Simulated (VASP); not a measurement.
Wanted: the native input for a VASP 6.6.1 run.

```yaml
Task: single point
Functional: r2SCAN
Potentials_or_basis: VASP PAW PBE potentials, release 64 (B, P)
Cutoff: 550 eV
k_mesh: 10 × 10 × 10
Occupations: gaussian, width 0.02 eV
Spin: no spin polarisation
Dipole_correction: no
Further_INCAR_settings: ALGO = Normal; EDIFF = 1e-06; NBANDS = 11
```

The system is BP.

```xyz
2
Lattice="0.0000 2.2454 2.2454 2.2454 0.0000 2.2454 2.2454 2.2454 0.0000" Properties=species:S:1:pos:R:3 pbc="T T T"
B     0.0000    0.0000    0.0000
P     1.1227    1.1227    1.1227
```

This cell differs from its parent crystal: volume scaled by 0.97.

These files were run (other wordings do the same):

POSCAR

```
BP
1.0
    0.0000000000      2.2453534596      2.2453534596
    2.2453534596      0.0000000000      2.2453534596
    2.2453534596      2.2453534596      0.0000000000
B P
1 1
Direct
    0.0000000000      0.0000000000      0.0000000000
    0.2500000000      0.2500000000      0.2500000000
```

INCAR.step1

```
SYSTEM = BP
  PREC = Accurate
  ENCUT = 550
  ISMEAR = 0
  SIGMA = 0.02
  LREAL = .False.
  LASPH = .True.
  NELM = 120
  NBANDS = 11
  GGA = PE
  ALGO = Normal
  EDIFF = 1E-5
  LWAVE = .True.
  LCHARG = .False.
  GGA_COMPAT = .False.
```

INCAR.step2

```
SYSTEM = BP
  PREC = Accurate
  ENCUT = 550
  EDIFF = 1E-6
  ISMEAR = 0
  SIGMA = 0.02
  LREAL = .False.
  LASPH = .True.
  NELM = 120
  ALGO = Normal
  ISIF = 2
  LWAVE = .False.
  LCHARG = .True.
  METAGGA = R2SCAN
  LMIXTAU = .True.
  LELF = .True.
  LVHAR = .True.
  NBANDS = 11
  ISTART = 1
  GGA_COMPAT = .False.
```

KPOINTS

```
Automatic mesh
0
Gamma
  10 10 10
  0 0 0
```

Potentials or basis: VASP PAW PBE potentials, release 64 (B, P).

Launch:

```console
$ cat potpaw_PBE.64/B/POTCAR potpaw_PBE.64/P/POTCAR > POTCAR
$ cp INCAR.step1 INCAR
$ mpirun -np 1 vasp_std > vasp.out
$ cp INCAR.step2 INCAR
$ mpirun -np 1 vasp_std > vasp.out
```

It gave:

The pressure is 4.9 GPa and the band gap on the k mesh is 1.40 eV, indirect (least direct gap 3.69 eV).

Caveat: the PAW data sets were made with another functional, which shifts forces and pressure a little.

It took 54 s on 1 thread of Intel Xeon 8259CL, with other jobs on the host, peak memory 0.14 GiB.
